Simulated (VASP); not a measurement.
Runs of VASP 6.6.1 on LaH3. The structure is that of space group Fm-3m (No. 225), or close to it. The cells are those of the table. 

| cell | gap on the mesh (eV) | pressure (GPa) |
| --- | --- | --- |
| relaxed from a = 3.951 Å, angles 120.5, 120.5, 89.1°, 4 atoms | 0.10 | -0.3 |
| relaxed from a = 3.977 Å, angles 120.5, 120.5, 89.1°, 4 atoms | 0.14 | -1.7 |
| relaxed from a = 3.924 Å, angles 120.5, 120.5, 89.1°, 4 atoms | (a) | 1.1 |
| relaxed from a = 3.897 Å, angles 120.5, 120.5, 89.1°, 4 atoms | - | 3.3 |

Alike in all rows: task relaxation of shape and atoms at fixed volume; level r2SCAN; potentials or basis VASP PAW PBE potentials, release 64 (H, La); no spin polarisation; k mesh 8 × 8 × 8; cutoff (eV) 600; smearing gaussian 0.05 eV.

Question: Estimate the missing entries.

Answer: (a) 0.07.

Caveats: the relaxation stopped at its first step, so nothing moved; the PAW data sets were made with another functional, which shifts forces and pressure a little; spin-orbit coupling is left out, which moves the levels of the heavy elements.

A k mesh can miss the band edges, and the runs leave out spin-orbit coupling on La.
